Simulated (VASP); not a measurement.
Here is a VASP 6.6.1 calculation.

Contents of INCAR:

```
SYSTEM = Ta
PREC = Accurate
ENCUT = 500
EDIFF = 1E-6
ISMEAR = 1
SIGMA = 0.1
LREAL = .FALSE.
LASPH = .TRUE.
NELM = 120
ALGO = Normal
ISIF = 2
LWAVE = .FALSE.
LCHARG = .FALSE.
NBANDS = 18
GGA_COMPAT = .FALSE.
```

Contents of KPOINTS:

```
Automatic mesh
0
G
  14 14 7
  0 0 0
```

Contents of POSCAR:

```
Ta
1.0
    2.8278627000      0.0000000000      0.0000000000
   -1.4139313500      2.4490011000      0.0000000000
    0.0000000000      0.0000000000      5.1662740000
Ta
2
Direct
    0.6666666667      0.3333333333      0.7500000000
    0.3333333333      0.6666666667      0.2500000000
```

Potentials or basis: VASP PAW LDA potentials, release 64 (Ta_pv).

Launch:

```bash
$ cat potpaw_LDA.64/Ta_pv/POTCAR > POTCAR
$ mpirun -np 1 vasp_std > vasp.out
```

(1) Estimate the pressure.

(2) What does it give for the band gap on the k mesh?

## Answers

(1) -1.3 GPa.

(2) zero (bands 11 and 12 overlap by 2.01 eV).

Caveat: spin-orbit coupling is left out, which moves the levels of the heavy elements.
